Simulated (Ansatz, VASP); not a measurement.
**Zr: VASP beside Ansatz**

Contents of INCAR:

```
SYSTEM = Zr
PREC = Accurate ; ENCUT = 520
EDIFF = 1E-6 ; ISMEAR = -1
SIGMA = 0.1 ; LREAL = .FALSE.
LASPH = .TRUE. ; NELM = 60
ALGO = Normal ; ISIF = 2
LWAVE = .FALSE. ; LCHARG = .FALSE.
GGA = RE ; NBANDS = 12
```

Contents of KPOINTS:

```
Automatic mesh
0
G
  13 13 13
  0 0 0
```

The input POSCAR:

```
Zr
1.0
    0.0000000000      2.3371924864      2.3371924864
    2.3371924864      0.0000000000      2.3371924864
    2.3371924864      2.3371924864      0.0000000000
Zr
1
Direct
    0.0000000000      0.0000000000      0.0000000000
```

Input for Ansatz:

```yaml
crystal:
  lattice:
    - [0.0, 2.3371924864, 2.3371924864]
    - [2.3371924864, 0.0, 2.3371924864]
    - [2.3371924864, 2.3371924864, 0.0]
  atoms:
    - { symbol: Zr, position: [0.0, 0.0, 0.0] }
hamiltonian:
  xc: revpbe
  pseudopotentials:
    kind: paw
    azcp:
      Zr: "pseudopotentials/Zr.paw.azcp"
basis:
  ecutwfc: 420
  fft_grid_basis: typed
kpoints:
  mp_grid: { grid: [13, 13, 13], shift: [0, 0, 0] }
magnetization:
  spin_polarized: false
scf:
  occupations: { method: fermi_dirac, width: 0.1 }
  lower_state_search: "off"
output:
  stress: true
  write_density: true
  write_potential: true
  elf: true
  volumetric_format: npy
```

Alike in both runs: task single point; functional revPBE; k mesh 13 × 13 × 13; occupations fermi-dirac, width 0.1 eV; no spin polarisation.

```csv
,VASP,Ansatz
version,VASP 6.6.1,Ansatz 0.2.0
potentials or method,"VASP PAW PBE potentials, release 64 (Zr_sv), cutoff 520 eV","plane waves (420 eV) with PAW, scalar-relativistic"
valence electrons in the cell,12,12
```

```csv
,VASP,Ansatz,Ansatz less VASP
pressure (GPa),-5.7,-5.7,+0.01
```

VASP's potentials were made for PBE, not for revPBE.
